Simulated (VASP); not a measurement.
# TiTe2 (P-3m1) in VASP: notebook, part 2 of 3

VASP 6.6.1.

**4. Single point, LDA (volume scaled by 0.96)**

INCAR reads:

```
SYSTEM = TiTe2
PREC     = Accurate       ! precision mode
ENCUT    = 520            ! plane-wave cutoff, eV
EDIFF    = 1E-7           ! SCF threshold, eV
ISMEAR   = -1             ! smearing method
SIGMA    = 0.05           ! smearing width, eV
LREAL    = .False.        ! projectors in reciprocal space
LASPH    = .True.         ! aspherical terms in the spheres
NELM     = 100            ! most SCF steps
ALGO     = Normal         ! electronic algorithm
ISIF     = 2              ! what is computed and relaxed
LWAVE    = .False.        ! write WAVECAR
LCHARG   = .True.         ! write CHGCAR
GGA      = CA             ! functional
LELF     = .True.         ! ELF
LVHAR    = .True.       
NBANDS   = 19             ! bands
```

KPOINTS reads:

```
Automatic mesh
0
Gamma
  8 8 4
  0 0 0
```

POSCAR reads:

```
TiTe2
1.0
    3.7259532019      0.0000000000      0.0000000000
   -1.8629766009      3.2267701262      0.0000000000
    0.0000000000      0.0000000000      6.4101784236
Te Ti
2 1
Direct
    0.3333333333      0.6666666667      0.7372000000
    0.6666666667      0.3333333333      0.2628000000
    0.0000000000      0.0000000000      0.0000000000
```

Potentials or basis: VASP PAW LDA potentials, release 64 (Te, Ti_sv).

Launch:

```sh
> cat potpaw_LDA.64/Te/POTCAR potpaw_LDA.64/Ti_sv/POTCAR > POTCAR
> mpirun -np 1 vasp_std > vasp.out
```

OUTCAR:

```text
SYSTEM = TiTe2
   PREC = Accurate
   ENCUT = 520
   EDIFF = 1E-7
   ISMEAR = -1
   LREAL = .False.
   LASPH = .True.
   NELM = 100
   ISIF = 2
   GGA = CA

 ion  position               nearest neighbor table
   1  0.333  0.667  0.737-   3 2.73   3 2.73   3 2.73
   2  0.667  0.333  0.263-   3 2.73   3 2.73   3 2.73
   3  0.000  0.000  0.000-   1 2.73   2 2.73   2 2.73   1 2.73   2 2.73   1 2.73

  LATTYP: Found a hexagonal cell.
 ALAT       =     3.7259532019
 C/A-ratio  =     1.7204130262

  Lattice vectors:

[... 192 lines left out ...]
      5      -5.5039      2.00000
      6      -3.8829      2.00000
[... 505 lines left out ...]
      6      -3.3383      2.00000
[... 11 lines left out ...]
     18      12.4348      0.00000
     19      13.3046      0.00000

 [... further k-points ...]
[... 5 lines left out ...]
  --------------------------------------------------------------------------------------
  -------------------------------------------------------------------------------------
  Total       -0.7862232     -0.7862232     -0.5411386     -0.0000000      0.0000000     -0.0000000
  in kB      -16.3448475    -16.3448475    -11.2497681     -0.0000000      0.0000000     -0.0000000
  external PRESSURE =     -14.6464877 kB  Pullay stress =       0.0000000 kB

 VOLUME and BASIS-vectors are now :
 -----------------------------------------------------------------------------
  energy-cutoff  :      520.00
  volume of cell :       77.07
      direct lattice vectors                 reciprocal lattice vectors
     3.725953202  0.000000000  0.000000000     0.268387697  0.154953709  0.000000000
    -1.862976601  3.226770126  0.000000000     0.000000000  0.309907419  0.000000000
     0.000000000  0.000000000  6.410178424     0.000000000  0.000000000  0.156001898

 POSITION                                       TOTAL-FORCE (eV/Angst)
 -----------------------------------------------------------------------------------
     -0.00000      2.15118      4.72558         0.000000     -0.000000     -0.062445
      1.86298      1.07559      1.68459        -0.000000      0.000000      0.062445
      0.00000      0.00000      0.00000         0.000000      0.000000      0.000000
 -----------------------------------------------------------------------------------
    total drift:                                0.000000     -0.000000      0.000000

  FREE ENERGIE OF THE ION-ELECTRON SYSTEM (eV)
  ---------------------------------------------------
  free  energy   TOTEN  =       -18.3357753412 eV

  energy  without entropy=      -18.3240249998  energy(sigma->0) =      -18.32990017
```

stdout:

```text
POSCAR found type information on POSCAR TeTi
 POSCAR found :  2 types and       3 ions
 scaLAPACK will be used
 LDA part: xc-table for (Slater(with rela. corr.)+CA(PZ))
 , standard interpolation
 POSCAR, INCAR and KPOINTS ok, starting setup
 FFT: planning ... GRIDC
 FFT: planning ... GRID_SOFT
 FFT: planning ... GRID
 WAVECAR not read
 entering main loop
```

It took 81 s on 1 thread of Intel Xeon Platinum 8259CL at 2.50GHz (Skylake/Cascade Lake), shared host; peak memory 0.19 GiB.

Results:

```yaml
Free_energy: -18.3358 eV
Pressure: -1.5 GPa
Largest_force: 0.062 eV/Å
Band_gap_on_the_k_mesh: zero (band 12 reaches 7.52 eV, above the bottom of band 13 at 6.79 eV)
```

Forces in eV/Å, atoms in the order of the input:
```
Te   0.000  0.000 -0.062
Te   0.000  0.000  0.062
Ti   0.000  0.000  0.000
```

Caveat: spin-orbit coupling is left out, which moves the levels of the heavy elements.

**5. Single point, LDA (volume scaled by 0.98)**

INCAR reads:

```
ALGO = Normal ; EDIFF = 1E-6
ENCUT = 520 ; ISIF = 2
ISMEAR = -1 ; LASPH = True
LCHARG = False ; LREAL = False
LWAVE = False ; NBANDS = 19
NELM = 100 ; PREC = Accurate
SIGMA = 0.05
```

KPOINTS reads:

```
k-points
0
Gamma
  8 8 4
```

POSCAR reads:

```
TiTe2
1.0
    3.7516502429      0.0000000000      0.0000000000
   -1.8758251215      3.2490244165      0.0000000000
    0.0000000000      0.0000000000      6.4543879477
Te Ti
2 1
Direct
    0.3333333333      0.6666666667      0.7372000000
    0.6666666667      0.3333333333      0.2628000000
    0.0000000000      0.0000000000      0.0000000000
```

Potentials or basis: VASP PAW LDA potentials, release 64 (Te, Ti_sv).

Launch:

```sh
> cat potpaw_LDA.64/Te/POTCAR potpaw_LDA.64/Ti_sv/POTCAR > POTCAR
> mpirun -np 1 vasp_std > vasp.out
```

OUTCAR:

```text
EDIFF = 1E-6
   ENCUT = 520
   ISIF = 2
   ISMEAR = -1
   LASPH = True
   LREAL = False
   NELM = 100
   PREC = Accurate

 ion  position               nearest neighbor table
   1  0.333  0.667  0.737-   3 2.75   3 2.75   3 2.75
   2  0.667  0.333  0.263-   3 2.75   3 2.75   3 2.75
   3  0.000  0.000  0.000-   1 2.75   2 2.75   2 2.75   1 2.75   2 2.75   1 2.75

  LATTYP: Found a hexagonal cell.
 ALAT       =     3.7516502429
 C/A-ratio  =     1.7204130262

  Lattice vectors:

 A1 = (   3.7516502429,   0.0000000000,   0.0000000000)
 A2 = (  -1.8758251215,   3.2490244165,   0.0000000000)
 A3 = (   0.0000000000,   0.0000000000,   6.4543879477)
[... 710 lines left out ...]

 [... further k-points ...]
[... 5 lines left out ...]
  --------------------------------------------------------------------------------------
  -------------------------------------------------------------------------------------
  Total       -1.4410807     -1.4410807     -1.2563397      0.0000000      0.0000000      0.0000000
  in kB      -29.3473240    -29.3473240    -25.5851091      0.0000000      0.0000000      0.0000000
  external PRESSURE =     -28.0932524 kB  Pullay stress =       0.0000000 kB

 VOLUME and BASIS-vectors are now :
 -----------------------------------------------------------------------------
  energy-cutoff  :      520.00
  volume of cell :       78.67
      direct lattice vectors                 reciprocal lattice vectors
     3.751650243  0.000000000  0.000000000     0.266549368  0.153892349  0.000000000
    -1.875825121  3.249024417  0.000000000     0.000000000  0.307784698  0.000000000
     0.000000000  0.000000000  6.454387948     0.000000000  0.000000000  0.154933358

 POSITION                                       TOTAL-FORCE (eV/Angst)
 -----------------------------------------------------------------------------------
     -0.00000      2.16602      4.75817        -0.000000      0.000000      0.115008
      1.87583      1.08301      1.69621         0.000000     -0.000000     -0.115008
      0.00000      0.00000      0.00000         0.000000      0.000000      0.000000
 -----------------------------------------------------------------------------------
    total drift:                                0.000000     -0.000000      0.000000

  FREE ENERGIE OF THE ION-ELECTRON SYSTEM (eV)
  ---------------------------------------------------
  free  energy   TOTEN  =       -18.3144737641 eV

  energy  without entropy=      -18.3026126537  energy(sigma->0) =      -18.30854321
```

OSZICAR:

```text
N       E                     dE             d eps       ncg     rms          rms(c)
DAV:   1     0.179529958476E+03    0.17953E+03   -0.10759E+04  1330   0.117E+03
DAV:   2    -0.369224178103E+01   -0.18322E+03   -0.17823E+03  1394   0.303E+02
DAV:   3    -0.198886562189E+02   -0.16196E+02   -0.15672E+02  2060   0.823E+01
DAV:   4    -0.204965040772E+02   -0.60785E+00   -0.60247E+00  1724   0.146E+01
DAV:   5    -0.205161157695E+02   -0.19612E-01   -0.19603E-01  1889   0.264E+00    0.121E+01
DAV:   6    -0.206559697468E+02   -0.13985E+00   -0.36824E+01  1478   0.374E+01    0.141E+01
DAV:   7    -0.185788885249E+02    0.20771E+01   -0.30093E+01  1657   0.319E+01    0.536E+00
DAV:   8    -0.183202621656E+02    0.25863E+00   -0.14081E+00  1578   0.799E+00    0.168E+00
DAV:   9    -0.183320826997E+02   -0.11821E-01   -0.22728E-01  1737   0.283E+00    0.148E+00
DAV:  10    -0.183182153900E+02    0.13867E-01   -0.23004E-01  1586   0.333E+00    0.764E-01
DAV:  11    -0.183145404132E+02    0.36750E-02   -0.27586E-02  1545   0.115E+00    0.320E-01
DAV:  12    -0.183146147441E+02   -0.74331E-04   -0.21412E-03  1598   0.319E-01    0.224E-01
DAV:  13    -0.183144788212E+02    0.13592E-03   -0.50244E-04  1624   0.158E-01    0.374E-02
DAV:  14    -0.183144802928E+02   -0.14716E-05   -0.13553E-05  1573   0.293E-02    0.354E-02
DAV:  15    -0.183144762459E+02    0.40469E-05   -0.55337E-06  1422   0.174E-02    0.206E-02
DAV:  16    -0.183144737343E+02    0.25116E-05   -0.13182E-05  1583   0.223E-02    0.150E-03
DAV:  17    -0.183144737641E+02   -0.29786E-07   -0.33606E-07   827   0.470E-03
   1 F= -.18314474E+02 E0= -.18308543E+02  d E =-.118611E-01
```

stdout:

```text
POSCAR found type information on POSCAR TeTi
 POSCAR found :  2 types and       3 ions
 scaLAPACK will be used
 LDA part: xc-table for (Slater(with rela. corr.)+CA(PZ))
 , standard interpolation
 POSCAR, INCAR and KPOINTS ok, starting setup
 FFT: planning ... GRIDC
 FFT: planning ... GRID_SOFT
 FFT: planning ... GRID
 WAVECAR not read
 entering main loop
```

Wall time 56 s (1 thread of Intel Xeon Platinum 8259CL at 2.50GHz (Skylake/Cascade Lake), shared host); peak memory 0.19 GiB.

Results:

```yaml
Free_energy: -18.3145 eV
Pressure: -2.8 GPa
Largest_force: 0.115 eV/Å
Band_gap_on_the_k_mesh: zero (band 12 reaches 7.26 eV, above the bottom of band 13 at 6.56 eV)
```

Forces on the atoms (eV/Å):
```
Te   0.000  0.000  0.115
Te   0.000  0.000 -0.115
Ti   0.000  0.000  0.000
```

Caveat: spin-orbit coupling is left out, which moves the levels of the heavy elements.

(Continued in part 3 of 3.)
